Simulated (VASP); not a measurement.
# Ta4O (P-62m) in VASP: a series of runs

The runs below take Ta4O through single point, relaxation of cell and atoms, with PBE.

Everything below comes from runs of VASP 6.6.1. Logs are shortened: lines on timing, memory, paths and dates and some standing lists are left out, and cuts for length are marked.

**1. The cell of the first run**

It takes space group P-62m (No. 189, hexagonal). The conventional cell has a = 5.078 Å, b = 5.078 Å, c = 4.022 Å, α = 90.00°, β = 90.00°, γ = 120.00°. Ta (site symmetry m2m) has 5 Ta at 2.11 to 2.65 Å within 2.8 Å. Within 2.7 Å of Ta (site symmetry -62m) lie 2 O at 2.01 Å and 3 Ta at 2.11 Å. Within 2.7 Å of O (site symmetry -62m) lie 2 Ta at 2.01 Å.

**2. Single point, PBE**

Contents of INCAR:

```
SYSTEM = Ta4O
ALGO = Normal
EDIFF = 1E-6
ENCUT = 520
GGA = PE
ISIF = 2
ISMEAR = 0
LASPH = .True.
LCHARG = .False.
LREAL = .False.
LWAVE = .False.
NBANDS = 33
NELM = 80
PREC = Accurate
SIGMA = 0.1
```

Contents of KPOINTS:

```
k-points
0
Gamma
  6 6 4
  0 0 0
```

Contents of POSCAR:

```
Ta4O
1.0
    5.0779862400      0.0000000000      0.0000000000
   -2.5389931200      4.3976650900      0.0000000000
    0.0000000000      0.0000000000      4.0223210600
Ta O
4 1
Direct
    0.4150595100      0.0000000000      0.5000000000
    0.0000000000      0.4150595100      0.5000000000
    0.5849404900      0.5849404900      0.5000000000
    0.0000000000      0.0000000000      0.5000000000
    0.0000000000      0.0000000000      0.0000000000
```

Potentials or basis: VASP PAW PBE potentials, release 64 (Ta_pv, O).

Run with:

```bash
cat potpaw_PBE.64/Ta_pv/POTCAR potpaw_PBE.64/O/POTCAR > POTCAR
mpirun -np 1 vasp_std > vasp.out
```

OUTCAR:

```text
SYSTEM = Ta4O
   EDIFF = 1E-6
   ENCUT = 520
   GGA = PE
   ISIF = 2
   ISMEAR = 0
   LASPH = .True.
   LREAL = .False.
   NELM = 80
   PREC = Accurate

 ion  position               nearest neighbor table
   1  0.415  0.000  0.500-   4 2.11   3 2.65   2 2.65   3 2.65   2 2.65   4 2.97
   2  0.000  0.415  0.500-   4 2.11   3 2.65   3 2.65   1 2.65   1 2.65   4 2.97
   3  0.585  0.585  0.500-   4 2.11   2 2.65   2 2.65   1 2.65   1 2.65   4 2.97
   4  0.000  0.000  0.500-   5 2.01   5 2.01   1 2.11   2 2.11   3 2.11   1 2.97   2 2.97   3 2.97

   5  0.000  0.000  0.000-   4 2.01   4 2.01

  LATTYP: Found a hexagonal cell.
 ALAT       =     5.0779862400
 C/A-ratio  =     0.7921094839

  Lattice vectors:

 A1 = (   5.0779862400,   0.0000000000,   0.0000000000)
 A2 = (  -2.5389931200,   4.3976650900,   0.0000000000)
 A3 = (   0.0000000000,   0.0000000000,   4.0223210600)

Analysis of symmetry for initial positions (statically):
=====================================================================
 Subroutine PRICEL returns:
 Original cell was already a primitive cell.

 Routine SETGRP: Setting up the symmetry group for a
 hexagonal supercell.

 Subroutine GETGRP returns: Found 12 space group operations
 (whereof 12 operations were pure point group operations)
 out of a pool of 24 trial point group operations.

The static configuration has the point symmetry D_3h.

Analysis of symmetry for dynamics (positions and initial velocities):
=====================================================================
 Subroutine PRICEL returns:
 Original cell was already a primitive cell.

 Routine SETGRP: Setting up the symmetry group for a
 hexagonal supercell.

 Subroutine GETGRP returns: Found 12 space group operations
 (whereof 12 operations were pure point group operations)
 out of a pool of 24 trial point group operations.

The dynamic configuration has the point symmetry D_3h.

 Subroutine INISYM returns: Found 12 space group operations
 (whereof 12 operations are pure point group operations),
 and found     1 'primitive' translations

----------------------------------------------------------------------------------------

                                     Primitive cell

  volume of cell :      89.8236

  direct lattice vectors                    reciprocal lattice vectors
     5.077986240  0.000000000  0.000000000     0.196928458  0.113696698  0.000000000
    -2.538993120  4.397665090  0.000000000     0.000000000  0.227393396  0.000000000
     0.000000000  0.000000000  4.022321060     0.000000000  0.000000000  0.248612675

  length of vectors
     5.077986240  5.077986245  4.022321060     0.227393396  0.227393396  0.248612675

  position of ions in fractional coordinates (direct lattice)
     0.415059510  0.000000000  0.500000000
     1.000000000  0.415059510  0.500000000
     0.584940490  0.584940490  0.500000000
     0.000000000  0.000000000  0.500000000
     0.000000000  0.000000000  0.000000000

  ion indices of the primitive-cell ions
   primitive index   ion index
                 1           1
                 2           2
                 3           3
                 4           4
                 5           5

----------------------------------------------------------------------------------------

 KPOINTS: k-points

Automatic generation of k-mesh.
 Grid dimensions read from file:
 generate k-points for:    6    6    4

 Generating k-lattice:

  Cartesian coordinates                     Fractional coordinates (reciprocal lattice)
     0.032821410  0.018949450  0.000000000     0.166666667 -0.000000000  0.000000000
     0.000000000  0.037898899  0.000000000     0.000000000  0.166666667  0.000000000
     0.000000000  0.000000000  0.062153169     0.000000000  0.000000000  0.250000000

  Length of vectors
     0.037898899  0.037898899  0.062153169

  Shift w.r.t. Gamma in fractional coordinates (k-lattice)
     0.000000000  0.000000000  0.000000000

 Subroutine IBZKPT returns following result:
 ===========================================

 Found     21 irreducible k-points:

 Following reciprocal coordinates:
            Coordinates               Weight
  0.000000  0.000000  0.000000      1.000000
  0.166667  0.000000  0.000000      6.000000
  0.333333 -0.000000  0.000000      6.000000
  0.500000 -0.000000  0.000000      3.000000
  0.166667  0.166667  0.000000      6.000000
  0.333333  0.166667  0.000000     12.000000
[... 13 lines left out ...]
  0.333333  0.166667  0.500000     12.000000
  0.333333  0.333333  0.500000      2.000000
   k-points           NKPTS =     21   k-points in BZ     NKDIM =     21   number of bands    NBANDS=     33
   number of dos      NEDOS =    301   number of ions     NIONS =      5
   total plane-waves  NPLWV =  48000
   dimension x,y,z NGX =    40 NGY =   40 NGZ =   30
   dimension x,y,z NGXF=    80 NGYF=   80 NGZF=   60
   ions per type =               4   1
   NGX,Y,Z   is equivalent  to a cutoff of  13.10, 13.10, 12.40 a.u.
   NGXF,Y,Z  is equivalent  to a cutoff of  26.19, 26.19, 24.80 a.u.
 SYSTEM =  Ta4O
   PREC   = accura    normal or accurate (medium, high low for compatibility)
   ISTART =      0    job   : 0-new  1-cont  2-samecut
   ICHARG =      2    charge: 1-file 2-atom 10-const
   ISPIN  =      1    spin polarized calculation?
   LNONCOLLINEAR =      F non collinear calculations
   LSORBIT =      F    spin-orbit coupling
   LASPH  =      T    aspherical Exc in radial PAW
   ENCUT  =  520.0 eV  38.22 Ry    6.18 a.u.   9.44  9.44  7.48*2*pi/ulx,y,z
   NELM   =     80;   NELMIN=  2; NELMDL= -5     # of ELM steps
   EDIFF  = 0.1E-05   stopping-criterion for ELM
   LREAL  =      F    real-space projection
   EDIFFG = 0.1E-04   stopping-criterion for IOM
   NSW    =      0    number of steps for IOM
   IBRION =     -1    ionic relax: 0-MD 1-quasi-New 2-CG
   NFREE  =      0    steps in history (QN), initial steepest desc. (CG)
   ISIF   =      2    stress and relaxation
   ISYM   =      2    0-nonsym 1-usesym 2-fastsym
   POTIM  = 0.5000    time-step for ionic-motion
   TEBEG  =    0.0;   TEEND  =   0.0 temperature during run
   PSTRESS=    0.0 pullay stress
   NELECT =      50.0000    total number of electrons
   NUPDOWN=      -1.0000    fix difference up-down
   EMIN   =  10.00;   EMAX   =-10.00  energy-range for DOS
   EFERMI =   0.00;   METHOD = LEGACY
   ISMEAR =     0;   SIGMA  =   0.10  broadening in eV -4-tet -1-fermi 0-gaus
   EFERMI_NEDOS =   21; number of points for ismear=-14 and -15
   IALGO  =     38    algorithm
   IMIX   =      4    mixing-type and parameters
     AMIX     =   0.40;   BMIX     =  1.00
     AMIX_MAG =   1.60;   BMIX_MAG =  1.00
  volume/ion in A,a.u.               =      17.96       121.23
  Fermi-wavevector in a.u.,A,eV,Ry     =   1.346691  2.544877 24.675217  1.813577
  Thomas-Fermi vector in A             =   2.474503
   LORBIT       =      0    0 simple, 1 ext, 2 COOP (PROOUT), +10 PAW based schemes
   GGA     = PE    functional components
   LHFCALC =     F    Hartree Fock is set to
   AEXX    =    0.0000 exact exchange contribution
   IVDW    =     0    specifies the selected vdW correction
   LEPSILON=     F    determine dielectric tensor
   LRPA    =     F    only Hartree local field effects (RPA)
 non-spin polarized calculation
 Gauss-broadening in eV      SIGMA  =   0.10
  energy-cutoff  :      520.00
  volume of cell :       89.82
 maximum number of plane-waves:      2442
 NGX is ok and might be reduce to    40
   NGX = 19   NGY = 19   NGZ = 15

 number of electron      49.9999999 magnetization

 Free energy of the ion-electron system (eV)
  ---------------------------------------------------
  ext. energy  EPLUGINS =         0.00000000
  ---------------------------------------------------
  free energy    TOTEN  =       -38.90351279 eV

  energy without entropy =      -38.88709543  energy(sigma->0) =      -38.89530411

 E-fermi :   4.4486     XC(G=0): -11.3850

 val. band max:        4.4103205953   @ k =   0.3333   0.3333   0.0000
 cond. band min:       4.4798057556   @ k =   0.3333   0.3333   0.2500
 fundamental gap:      0.0694851602
 Fermi energy:         4.4485539807

 k-point     1 :       0.0000    0.0000    0.0000
  band No.  band energies     occupation
      1     -32.8695      2.00000
      2     -32.8695      2.00000
      3     -30.6996      2.00000
      4     -30.2822      2.00000
      5     -29.8865      2.00000
      6     -29.6741      2.00000
[... 25 lines left out ...]
     32       8.3130      0.00000
     33      10.1737      0.00000

 k-point     2 :       0.1667    0.0000    0.0000
  band No.  band energies     occupation
      1     -32.8323      2.00000
      2     -32.7579      2.00000
      3     -30.6025      2.00000
      4     -30.2488      2.00000
      5     -30.1024      2.00000
      6     -29.7065      2.00000
[... 25 lines left out ...]
     32       8.3518      0.00000
     33       9.3221      0.00000

 k-point     3 :       0.3333   -0.0000    0.0000
  band No.  band energies     occupation
      1     -32.7424      2.00000
      2     -32.5081      2.00000
      3     -30.5701      2.00000
      4     -30.2350      2.00000
      5     -30.1635      2.00000
      6     -29.7920      2.00000
[... 25 lines left out ...]
     32       7.5757      0.00000
     33       7.7256      0.00000

 k-point     4 :       0.5000   -0.0000    0.0000
  band No.  band energies     occupation
      1     -32.6871      2.00000
      2     -32.3653      2.00000
      3     -30.7296      2.00000
      4     -30.0991      2.00000
      5     -29.8629      2.00000
      6     -29.8572      2.00000
[... 565 lines left out ...]
     32       7.6016      0.00000
     33       8.4637      0.00000

 k-point    20 :       0.3333    0.1667    0.5000
  band No.  band energies     occupation
      1     -32.6469      2.00000
      2     -32.4216      2.00000
      3     -30.5917      2.00000
      4     -30.1654      2.00000
      5     -30.1366      2.00000
      6     -29.8499      2.00000
[... 25 lines left out ...]
     32       7.4209      0.00000
     33       7.7535      0.00000

 k-point    21 :       0.3333    0.3333    0.5000
  band No.  band energies     occupation
      1     -32.4975      2.00000
      2     -32.4975      2.00000
      3     -30.4609      2.00000
      4     -30.1325      2.00000
      5     -30.0568      2.00000
      6     -30.0568      2.00000
[... 25 lines left out ...]
     32       7.3552      0.00000
     33       7.6880      0.00000

------------------------ aborting loop because EDIFF is reached ----------------------------------------

  FORCE on cell =-STRESS in cart. coord.  units (eV):
  Direction    XX          YY          ZZ          XY          YZ          ZX
  --------------------------------------------------------------------------------------
  -------------------------------------------------------------------------------------
  Total       43.6598116     43.6598117     -0.3276304      0.0000000     -0.0000000      0.0000000
  in kB      778.7571288    778.7571310     -5.8439206      0.0000000     -0.0000000      0.0000000
  external PRESSURE =     517.2234464 kB  Pullay stress =       0.0000000 kB

 VOLUME and BASIS-vectors are now :
 -----------------------------------------------------------------------------
  energy-cutoff  :      520.00
  volume of cell :       89.82
      direct lattice vectors                 reciprocal lattice vectors
     5.077986240  0.000000000  0.000000000     0.196928458  0.113696698  0.000000000
    -2.538993120  4.397665090  0.000000000     0.000000000  0.227393396  0.000000000
     0.000000000  0.000000000  4.022321060     0.000000000  0.000000000  0.248612675

 POSITION                                       TOTAL-FORCE (eV/Angst)
 -----------------------------------------------------------------------------------
      2.10767      0.00000      2.01116        11.085234      0.000000     -0.000000
     -1.05383      1.82529      2.01116        -5.542617      9.600094      0.000000
      1.48516      2.57237      2.01116        -5.542617     -9.600094     -0.000000
      0.00000      0.00000      2.01116         0.000000     -0.000000      0.000000
      0.00000      0.00000      0.00000         0.000000      0.000000      0.000000
 -----------------------------------------------------------------------------------
    total drift:                               -0.000000     -0.000000      0.000000

  FREE ENERGIE OF THE ION-ELECTRON SYSTEM (eV)
  ---------------------------------------------------
  free  energy   TOTEN  =       -38.9035127947 eV

  energy  without entropy=      -38.8870954284  energy(sigma->0) =      -38.89530411
```

Run time: 53 s. Hardware: 1 thread of Intel Xeon Platinum 8259CL at 2.50GHz (Skylake/Cascade Lake), shared host; peak memory 0.23 GiB.

What came out:

| Property | Result |
| --- | --- |
| Free energy | -38.9035 eV |
| Pressure | 51.7 GPa |
| Largest force | 11.085 eV/Å |
| Band gap on the k mesh | zero (band 25 reaches 5.10 eV, above the bottom of band 26 at 4.26 eV) |

Forces on the atoms (eV/Å):
```
Ta  11.085  0.000  0.000
Ta  -5.543  9.600  0.000
Ta  -5.543 -9.600  0.000
Ta   0.000  0.000  0.000
O    0.000  0.000  0.000
```

Stress tensor (GPa, compression positive):
```
77.88  0.00  0.00
 0.00 77.88  0.00
 0.00  0.00 -0.58
```

Caveat: the k points lie up to 0.39 Å⁻¹ apart; spin-orbit coupling is left out, which moves the levels of the heavy elements; forces of over 1 eV/Å act on the atoms, so gaps and moduli don't describe the material at rest.

**3. Relaxation of cell and atoms, PBE**

Contents of INCAR:

```
PREC = Accurate
ENCUT = 600
EDIFF = 1E-7
ISMEAR = 0
SIGMA = 0.1
LREAL = False
LASPH = True
NELM = 60
ALGO = Normal
ISIF = 3
LWAVE = False
LCHARG = False
GGA = PE
IBRION = 2
NSW = 90
EDIFFG = -0.04
```

Contents of KPOINTS:

```
Automatic mesh
0
Gamma
  6 6 4
```

POSCAR is that of step 2.

Potentials or basis: VASP PAW PBE potentials, release 64 (Ta_pv, O).

Run with:

```bash
cat potpaw_PBE.64/Ta_pv/POTCAR potpaw_PBE.64/O/POTCAR > POTCAR
mpirun -np 1 vasp_std > vasp.out
```

Run time: 30 min. Hardware: 1 thread of AMD EPYC 7R13, shared host; peak memory 0.24 GiB.

It converged, with:

| Quantity | Value |
| --- | --- |
| Free energy | -47.7993 eV |
| Relaxed volume | 21.37 Å³/atom |
| Relaxed cell | a = 5.679 Å, b = 5.679 Å, c = 3.826 Å, α = 90.00°, β = 90.00°, γ = 120.00° |
| Space group after relaxing (to 0.05 Å) | P6/mmm (No. 191) |
| Energy gained by relaxing | 1778.6 meV/atom |
| Ionic steps | 15 |
| Pressure after relaxing | 0.0 GPa |
| Largest force after relaxing | 0.008 eV/Å |
| Band gap on the k mesh | zero (band 25 reaches 4.29 eV, above the bottom of band 26 at 3.14 eV) |

Forces on the atoms (eV/Å):
```
Ta  -0.008  0.000  0.000
Ta   0.004 -0.007  0.000
Ta   0.004  0.007  0.000
Ta   0.000  0.000  0.000
O    0.000  0.000  0.000
```

Step by step:
| step | energy change (eV) | largest force (eV/Å) | pressure (GPa) | volume (Å³) |
| --- | --- | --- | --- | --- |
| 1 | 0.0000 | 11.0853 | 51.71 | 89.82 |
| 2 | 0.0222 | 0.0438 | -23.01 | 180.83 |
| 3 | -7.9126 | 0.6911 | -14.20 | 123.15 |
| 4 | -8.1828 | 0.9626 | -11.03 | 118.64 |
| 5 | -8.2780 | 1.4539 | -5.85 | 113.21 |
| 6 | -8.2840 | 1.3609 | -6.77 | 114.06 |
| 7 | -8.6532 | 0.7915 | 6.19 | 102.56 |
| 8 | -8.7045 | 0.9382 | 2.20 | 105.24 |
| 9 | -8.8190 | 0.5196 | 0.19 | 106.70 |
| 10 | -8.8477 | 0.0389 | -3.02 | 109.44 |
| 11 | -8.8621 | 0.1612 | -1.87 | 108.44 |
| 12 | -8.8816 | 0.0912 | 1.93 | 105.43 |
| 13 | -8.8918 | 0.0038 | 0.48 | 106.50 |
| 14 | -8.8919 | 0.0190 | -0.39 | 107.19 |
| 15 | -8.8930 | 0.0079 | 0.02 | 106.86 |

Final structure:
```
Ta O
1.0
     5.67897    0.00000    0.00000
    -2.83948    4.91813    0.00000
     0.00000    0.00000    3.82594
Ta O
4 1
Direct
  0.50022 0.00000 0.50000
  0.00000 0.50022 0.50000
  0.49978 0.49978 0.50000
  0.00000 0.00000 0.50000
  0.00000 0.00000 0.00000
```

Levels at points of the mesh, in eV from the Fermi level:
| k point | band 22 | band 23 | band 24 | band 25 | band 26 | band 27 | band 28 | band 29 |
| --- | --- | --- | --- | --- | --- | --- | --- | --- |
| (0.00, 0.00, 0.00) | -1.11 | -1.11 | -0.97 | 0.04 | 0.04 | 0.83 | 0.83 | 1.70 |
| (0.50, 0.00, 0.00) | -0.69 | -0.62 | -0.42 | -0.40 | -0.25 | 0.02 | 0.14 | 0.44 |
| (0.00, 0.00, 0.50) | -0.65 | -0.10 | -0.10 | 0.89 | 0.89 | 2.17 | 2.74 | 3.29 |
| (0.50, 0.00, 0.50) | -1.06 | -0.72 | -0.34 | -0.25 | -0.17 | -0.09 | 0.67 | 0.81 |

Caveat: the k points lie up to 0.41 Å⁻¹ apart in the final cell; the volume moved by over 15 % at a fixed basis, so the end points are rough; spin-orbit coupling is left out, which moves the levels of the heavy elements.
